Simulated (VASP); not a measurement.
# Si in VASP: a series of runs

Si is run at these levels: PBE; tasks: single point, relaxation of cell and atoms.

All numbers are computed with VASP 6.6.1; they aren't measurements. Logs are shortened: lines on timing, memory, paths and dates and some standing lists are left out, and cuts for length are marked.

### Step 1. The cell of the first run

The structure is hexagonal, space group P6/mmm (No. 191). Conventional cell: a = 4.501 Å, b = 4.501 Å, c = 2.515 Å, α = 90.00°, β = 90.00°, γ = 120.00°. Within 3.3 Å of Si (site symmetry 6/mmm) lie 14 Si at 2.51 to 2.89 Å. Within 3.3 Å of Si (site symmetry -6m2) lie 11 Si at 2.51 to 2.89 Å.

This isn't the form of Si at room conditions, which is diamond.

### Step 2. Single point, PBE

File INCAR:

```
PREC = Accurate
ENCUT = 520
EDIFF = 1E-7
ISMEAR = 0
SIGMA = 0.1
LREAL = False
LASPH = True
NELM = 60
ALGO = Normal
ISIF = 2
LWAVE = False
LCHARG = False
GGA = PE
NBANDS = 13
```

File KPOINTS:

```
regular mesh
0
Gamma
  6 6 6
```

File POSCAR:

```
Si
1.0
    4.5012892961      0.0000000000      0.0000000000
   -2.2506446481      3.8982308802      0.0000000000
    0.0000000000      0.0000000000      2.5149077060
Si
3
Direct
    0.0000000000      0.0000000000      0.0000000000
    0.3333333333      0.6666666667      0.5000000000
    0.6666666667      0.3333333333      0.5000000000
```

Potentials or basis: VASP PAW PBE potentials, release 64 (Si).

Run with:

```
> cat potpaw_PBE.64/Si/POTCAR > POTCAR
> mpirun -np 1 vasp_std > vasp.out
```

OUTCAR:

```text
PREC = Accurate
   ENCUT = 520
   EDIFF = 1E-7
   ISMEAR = 0
   LREAL = False
   LASPH = True
   NELM = 60
   ISIF = 2
   GGA = PE

 ion  position               nearest neighbor table
   1  0.000  0.000  0.000-   2 2.89   3 2.89   2 2.89   3 2.89   3 2.89   3 2.89   2 2.89   2 2.89
                             3 2.89   3 2.89   2 2.89   2 2.89
   2  0.333  0.667  0.500-   3 2.60   3 2.60   3 2.60   1 2.89   1 2.89   1 2.89   1 2.89   1 2.89
                             1 2.89
   3  0.667  0.333  0.500-   2 2.60   2 2.60   2 2.60   1 2.89   1 2.89   1 2.89   1 2.89   1 2.89
                             1 2.89

  LATTYP: Found a hexagonal cell.
 ALAT       =     4.5012892961
 C/A-ratio  =     0.5587083035

  Lattice vectors:

 A1 = (   4.5012892961,   0.0000000000,   0.0000000000)
 A2 = (  -2.2506446481,   3.8982308802,   0.0000000000)
 A3 = (   0.0000000000,   0.0000000000,   2.5149077060)

Analysis of symmetry for initial positions (statically):
=====================================================================
 Subroutine PRICEL returns:
 Original cell was already a primitive cell.

 Routine SETGRP: Setting up the symmetry group for a
 hexagonal supercell.

 Subroutine GETGRP returns: Found 24 space group operations
 (whereof 24 operations were pure point group operations)
 out of a pool of 24 trial point group operations.

The static configuration has the point symmetry D_6h.

Analysis of symmetry for dynamics (positions and initial velocities):
=====================================================================
 Subroutine PRICEL returns:
 Original cell was already a primitive cell.

 Routine SETGRP: Setting up the symmetry group for a
 hexagonal supercell.

 Subroutine GETGRP returns: Found 24 space group operations
 (whereof 24 operations were pure point group operations)
 out of a pool of 24 trial point group operations.

The dynamic configuration has the point symmetry D_6h.

 Subroutine INISYM returns: Found 24 space group operations
 (whereof 24 operations are pure point group operations),
 and found     1 'primitive' translations

----------------------------------------------------------------------------------------

                                     Primitive cell

  volume of cell :      44.1292

  direct lattice vectors                    reciprocal lattice vectors
     4.501289296  0.000000000  0.000000000     0.222158572  0.128263311  0.000000000
    -2.250644648  3.898230880  0.000000000     0.000000000  0.256526622  0.000000000
     0.000000000  0.000000000  2.514907706     0.000000000  0.000000000  0.397628906

  length of vectors
     4.501289296  4.501289296  2.514907706     0.256526622  0.256526622  0.397628906

  position of ions in fractional coordinates (direct lattice)
     0.000000000  0.000000000  0.000000000
     0.333333333  0.666666667  0.500000000
     0.666666667  0.333333333  0.500000000

  ion indices of the primitive-cell ions
   primitive index   ion index
                 1           1
                 2           2
                 3           3

----------------------------------------------------------------------------------------

 KPOINTS: regular mesh

Automatic generation of k-mesh.
 Grid dimensions read from file:
 generate k-points for:    6    6    6

 Generating k-lattice:

  Cartesian coordinates                     Fractional coordinates (reciprocal lattice)
     0.037026429  0.021377219  0.000000000     0.166666667  0.000000000  0.000000000
     0.000000000  0.042754437  0.000000000     0.000000000  0.166666667  0.000000000
     0.000000000  0.000000000  0.066271484     0.000000000  0.000000000  0.166666667

  Length of vectors
     0.042754437  0.042754437  0.066271484

  Shift w.r.t. Gamma in fractional coordinates (k-lattice)
     0.000000000  0.000000000  0.000000000

 Subroutine IBZKPT returns following result:
 ===========================================

 Found     28 irreducible k-points:

 Following reciprocal coordinates:
            Coordinates               Weight
  0.000000  0.000000  0.000000      1.000000
  0.166667  0.000000  0.000000      6.000000
  0.333333  0.000000  0.000000      6.000000
  0.500000  0.000000  0.000000      3.000000
  0.166667  0.166667  0.000000      6.000000
  0.333333  0.166667  0.000000     12.000000
[... 16 lines left out ...]
  0.166667  0.000000  0.500000      6.000000
  0.333333  0.000000  0.500000      6.000000
 [... further k-points ...]
   k-points           NKPTS =     28   k-points in BZ     NKDIM =     28   number of bands    NBANDS=     13
   number of dos      NEDOS =    301   number of ions     NIONS =      3
   total plane-waves  NPLWV =  25920
   dimension x,y,z NGX =    36 NGY =   36 NGZ =   20
   dimension x,y,z NGXF=    72 NGYF=   72 NGZF=   40
   ions per type =               3
   NGX,Y,Z   is equivalent  to a cutoff of  13.30, 13.30, 13.22 a.u.
   NGXF,Y,Z  is equivalent  to a cutoff of  26.59, 26.59, 26.44 a.u.
 SYSTEM =  unknown system
   PREC   = accura    normal or accurate (medium, high low for compatibility)
   ISTART =      0    job   : 0-new  1-cont  2-samecut
   ICHARG =      2    charge: 1-file 2-atom 10-const
   ISPIN  =      1    spin polarized calculation?
   LNONCOLLINEAR =      F non collinear calculations
   LSORBIT =      F    spin-orbit coupling
   LASPH  =      T    aspherical Exc in radial PAW
   ENCUT  =  520.0 eV  38.22 Ry    6.18 a.u.   8.37  8.37  4.68*2*pi/ulx,y,z
   NELM   =     60;   NELMIN=  2; NELMDL= -5     # of ELM steps
   EDIFF  = 0.1E-06   stopping-criterion for ELM
   LREAL  =      F    real-space projection
   EDIFFG = 0.1E-05   stopping-criterion for IOM
   NSW    =      0    number of steps for IOM
   IBRION =     -1    ionic relax: 0-MD 1-quasi-New 2-CG
   NFREE  =      0    steps in history (QN), initial steepest desc. (CG)
   ISIF   =      2    stress and relaxation
   ISYM   =      2    0-nonsym 1-usesym 2-fastsym
   POTIM  = 0.5000    time-step for ionic-motion
   TEBEG  =    0.0;   TEEND  =   0.0 temperature during run
   PSTRESS=    0.0 pullay stress
   NELECT =      12.0000    total number of electrons
   NUPDOWN=      -1.0000    fix difference up-down
   EMIN   =  10.00;   EMAX   =-10.00  energy-range for DOS
   EFERMI =   0.00;   METHOD = LEGACY
   ISMEAR =     0;   SIGMA  =   0.10  broadening in eV -4-tet -1-fermi 0-gaus
   EFERMI_NEDOS =   21; number of points for ismear=-14 and -15
   IALGO  =     38    algorithm
   IMIX   =      4    mixing-type and parameters
     AMIX     =   0.40;   BMIX     =  1.00
     AMIX_MAG =   1.60;   BMIX_MAG =  1.00
  volume/ion in A,a.u.               =      14.71        99.27
  Fermi-wavevector in a.u.,A,eV,Ry     =   1.060620  2.004281 15.305389  1.124914
  Thomas-Fermi vector in A             =   2.196007
   LORBIT       =      0    0 simple, 1 ext, 2 COOP (PROOUT), +10 PAW based schemes
   GGA     = PE    functional components
   LHFCALC =     F    Hartree Fock is set to
   AEXX    =    0.0000 exact exchange contribution
   IVDW    =     0    specifies the selected vdW correction
   LEPSILON=     F    determine dielectric tensor
   LRPA    =     F    only Hartree local field effects (RPA)
 non-spin polarized calculation
 Gauss-broadening in eV      SIGMA  =   0.10
  energy-cutoff  :      520.00
  volume of cell :       44.13
 maximum number of plane-waves:      1215
 NGX is ok and might be reduce to    36
   NGX = 17   NGY = 17   NGZ =  9

 number of electron      12.0000000 magnetization

 Free energy of the ion-electron system (eV)
  ---------------------------------------------------
  ext. energy  EPLUGINS =         0.00000000
  ---------------------------------------------------
  free energy    TOTEN  =       -14.87357994 eV

  energy without entropy =      -14.86552753  energy(sigma->0) =      -14.86955374

 E-fermi :  10.0415     XC(G=0): -11.1156

 val. band max:        9.9837763057   @ k =   0.1667   0.1667   0.5000
 cond. band min:      10.0498202761   @ k =   0.3333   0.3333   0.3333
 fundamental gap:      0.0660439704
 Fermi energy:        10.0414924240

 k-point     1 :       0.0000    0.0000    0.0000
  band No.  band energies     occupation
      1      -4.3650      2.00000
      2       4.1162      2.00000
      3       4.3076      2.00000
      4       5.3720      2.00000
      5       5.3720      2.00000
      6       5.4156      2.00000
      7       5.4156      2.00000
      8      16.7761      0.00000
      9      17.9362      0.00000
     10      20.0846      0.00000
     11      20.0846      0.00000
     12      21.6898      0.00000
     13      22.3701      0.00000

 k-point     2 :       0.1667    0.0000    0.0000
  band No.  band energies     occupation
      1      -4.1003      2.00000
      2       2.1132      2.00000
      3       3.2631      2.00000
      4       4.1333      2.00000
      5       6.4499      2.00000
      6       7.1525      2.00000
      7       8.3183      2.00000
      8      16.9998      0.00000
      9      17.2243      0.00000
     10      18.3533      0.00000
     11      18.5530      0.00000
     12      21.8319      0.00000
     13      21.9580      0.00000

 k-point     3 :       0.3333    0.0000    0.0000
  band No.  band energies     occupation
      1      -3.3085      2.00000
      2      -0.1769      2.00000
      3       2.5118      2.00000
      4       3.3760      2.00000
      5       8.6357      2.00000
      6       9.3975      2.00000
      7      11.9196      0.00000
      8      14.2315      0.00000
      9      15.1975      0.00000
     10      17.6682      0.00000
     11      18.5876      0.00000
     12      20.2688      0.00000
     13      21.1804      0.00000

 k-point     4 :       0.5000    0.0000    0.0000
  band No.  band energies     occupation
      1      -2.0341      2.00000
      2      -1.9577      2.00000
      3       2.2567      2.00000
      4       3.1234      2.00000
      5      11.2060      0.00000
      6      11.3167      0.00000
      7      11.9725      0.00000
      8      12.2424      0.00000
      9      15.0353      0.00000
     10      16.8704      0.00000
     11      18.7078      0.00000
     12      18.8371      0.00000
     13      20.1690      0.00000

 k-point     5 :       0.1667    0.1667    0.0000
  band No.  band energies     occupation
      1      -3.5720      2.00000
      2       1.0613      2.00000
      3       1.1422      2.00000
      4       5.7198      2.00000
      5       5.8112      2.00000
      6      10.2656      0.00153
      7      10.2666      0.00145
      8      14.4039      0.00000
      9      17.4460      0.00000
     10      17.7140      0.00000
     11      18.4123      0.00000
     12      20.0629      0.00000
     13      21.1825      0.00000
[... 257 lines left out ...]
 k-point    22 :       0.0000    0.0000    0.5000
  band No.  band energies     occupation
      1       0.9450      2.00000
      2       1.6868      2.00000
      3       8.7536      2.00000
      4       9.0041      2.00000
      5       9.4457      2.00000
      6       9.4457      2.00000
      7       9.9709      1.68171
      8      10.8151      0.00000
      9      10.8151      0.00000
     10      10.9253      0.00000
     11      10.9253      0.00000
     12      10.9501      0.00000
     13      12.6398      0.00000

 k-point    23 :       0.1667    0.0000    0.5000
  band No.  band energies     occupation
      1       1.2045      2.00000
      2       1.9417      2.00000
      3       7.2506      2.00000
      4       7.7384      2.00000
      5       8.5713      2.00000
      6       8.6341      2.00000
      7       8.7607      2.00000
      8      10.1889      0.03705
      9      11.9738      0.00000
     10      12.0971      0.00000
     11      12.1012      0.00000
     12      13.3817      0.00000
     13      13.7643      0.00000

 k-point    24 :       0.3333    0.0000    0.5000
  band No.  band energies     occupation
      1       1.9803      2.00000
      2       2.7036      2.00000
      3       5.0387      2.00000
      4       5.6908      2.00000
      5       7.9172      2.00000
      6       7.9552      2.00000
      7       8.0854      2.00000
      8       9.5231      2.00000
      9      13.8731      0.00000
     10      13.9518      0.00000
     11      14.2417      0.00000
     12      15.9134      0.00000
     13      16.6881      0.00000

 [... further k-points ...]
[... 5 lines left out ...]
  --------------------------------------------------------------------------------------
  -------------------------------------------------------------------------------------
  Total        0.0065685      0.0065685      0.0059934     -0.0000000      0.0000000      0.0000000
  in kB        0.2384782      0.2384782      0.2176005     -0.0000000      0.0000000      0.0000000
  external PRESSURE =       0.2315190 kB  Pullay stress =       0.0000000 kB

 VOLUME and BASIS-vectors are now :
 -----------------------------------------------------------------------------
  energy-cutoff  :      520.00
  volume of cell :       44.13
      direct lattice vectors                 reciprocal lattice vectors
     4.501289296  0.000000000  0.000000000     0.222158572  0.128263311  0.000000000
    -2.250644648  3.898230880  0.000000000     0.000000000  0.256526622  0.000000000
     0.000000000  0.000000000  2.514907706     0.000000000  0.000000000  0.397628906

 POSITION                                       TOTAL-FORCE (eV/Angst)
 -----------------------------------------------------------------------------------
      0.00000      0.00000      0.00000         0.000000      0.000000      0.000000
     -0.00000      2.59882      1.25745        -0.000000      0.000000      0.000000
      2.25064      1.29941      1.25745         0.000000      0.000000     -0.000000
 -----------------------------------------------------------------------------------
    total drift:                               -0.000000     -0.000000     -0.000000

  FREE ENERGIE OF THE ION-ELECTRON SYSTEM (eV)
  ---------------------------------------------------
  free  energy   TOTEN  =       -14.8735799435 eV

  energy  without entropy=      -14.8655275327  energy(sigma->0) =      -14.86955374
```

It took 24 s on 1 thread of Intel Xeon 8259CL, shared host; peak memory 0.16 GiB.

Results:

```
Free energy            : -14.8736 eV
Pressure               : 0.0 GPa
Band gap on the k mesh : zero (bands 6 and 7 overlap by 6.32 eV)
```

Caveat: the k points lie up to 0.42 Å⁻¹ apart, too coarse for converged energies and pressures of a metal.

### Step 3. Single point, PBE

This run uses another cell than the first one, of 23.43 Å³/atom.

File INCAR:

```
SYSTEM = Si
ALGO     = Normal         ! electronic algorithm
EDIFF    = 1E-6           ! SCF threshold, eV
ENCUT    = 520            ! plane-wave cutoff, eV
GGA      = PE             ! functional
ISIF     = 2              ! what is computed and relaxed
ISMEAR   = 0              ! smearing method
LASPH    = .True.         ! aspherical terms in the spheres
LCHARG   = .True.         ! write CHGCAR
LELF     = .True.         ! ELF
LREAL    = .False.        ! projectors in reciprocal space
LVHAR    = .True.       
LWAVE    = .False.        ! write WAVECAR
NBANDS   = 13             ! bands
NELM     = 100            ! most SCF steps
PREC     = Accurate       ! precision mode
SIGMA    = 0.1            ! smearing width, eV
```

File KPOINTS:

```
k-points
0
Gamma
  6 6 6
  0 0 0
```

File POSCAR:

```
Si
1.0
    5.0966692865      0.0000000000      0.0000000000
   -2.5483346433      4.4138450768      0.0000000000
    0.0000000000      0.0000000000      3.1244798670
Si
3
Direct
    0.0000000000      0.0000000000      0.0000000000
    0.3333333333      0.6666666667      0.5000000000
    0.6666666667      0.3333333333      0.5000000000
```

Potentials or basis: VASP PAW PBE potentials, release 64 (Si).

Run with:

```
> cat potpaw_PBE.64/Si/POTCAR > POTCAR
> mpirun -np 1 vasp_std > vasp.out
```

It took 31 s on 1 thread of Intel Xeon 8259CL, shared host; peak memory 0.18 GiB.

It converged, with:

| Item | Value |
| --- | --- |
| Free energy | -12.9062 eV |
| Pressure | -15.0 GPa |
| Band gap on the k mesh | zero (bands 6 and 7 overlap by 3.53 eV) |

Stress tensor (GPa, compression positive):
```
-13.83   0.00   0.00
  0.00 -13.83   0.00
  0.00   0.00 -17.27
```

Levels at points of the mesh, in eV from the Fermi level:
| k point | band 3 | band 4 | band 5 | band 6 | band 7 | band 8 | band 9 | band 10 |
| --- | --- | --- | --- | --- | --- | --- | --- | --- |
| (0.00, 0.00, 0.00) | -5.04 | -2.42 | -2.42 | -2.25 | -2.25 | 2.83 | 5.71 | 6.45 |
| (0.50, 0.00, 0.00) | -6.26 | -4.08 | 0.96 | 1.15 | 2.32 | 2.87 | 3.77 | 4.23 |
| (0.00, 0.00, 0.50) | -2.59 | -1.35 | -0.87 | -0.54 | -0.54 | -0.13 | 0.81 | 0.81 |
| (0.50, 0.00, 0.50) | -5.58 | -3.66 | -2.46 | -1.46 | -1.43 | 0.10 | 3.13 | 3.68 |

Caveat: the cell stands under tension.

[end of part 1 of 2]

The gap in the log of VASP goes by the Fermi energy; the results here count the filled bands.